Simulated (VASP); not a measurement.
W, 1 atom in the cell. The structure is trigonal, space group R-3m (No. 166). The conventional cell has a = 4.873 Å, b = 4.873 Å, c = 2.447 Å, α = 90.00°, β = 90.00°, γ = 120.00°. W (site symmetry -3m) has 8 W at 2.45 to 2.93 Å within 3.2 Å. 

```yaml
Program: VASP 6.6.1
Task: single point
Functional: PBE
Potentials_or_basis: VASP PAW PBE potentials, release 64 (W_sv)
Cutoff: 520 eV
k_mesh: 22 × 22 × 22
Occupations: gaussian, width 0.15 eV
Spin: no spin polarisation
Dipole_correction: no
Further_INCAR_settings: ALGO = Fast; EDIFF = 1e-07; NBANDS = 13
```

Potentials or basis: VASP PAW PBE potentials, release 64 (W_sv).

Command:

```sh
$ cat potpaw_PBE.64/W_sv/POTCAR > POTCAR
$ mpirun -np 1 vasp_std > vasp.out
```

Hardware: 1 thread of Intel(R) Xeon(R) 6975P-C (Granite Rapids) (shared host).

**Question.** How long does it take, and how much memory?

**Answer.** It took 98 s on 1 thread of Intel(R) Xeon(R) 6975P-C (Granite Rapids), on a shared host, peak memory 0.32 GiB. Counts: scf iterations 15, k points 1024.
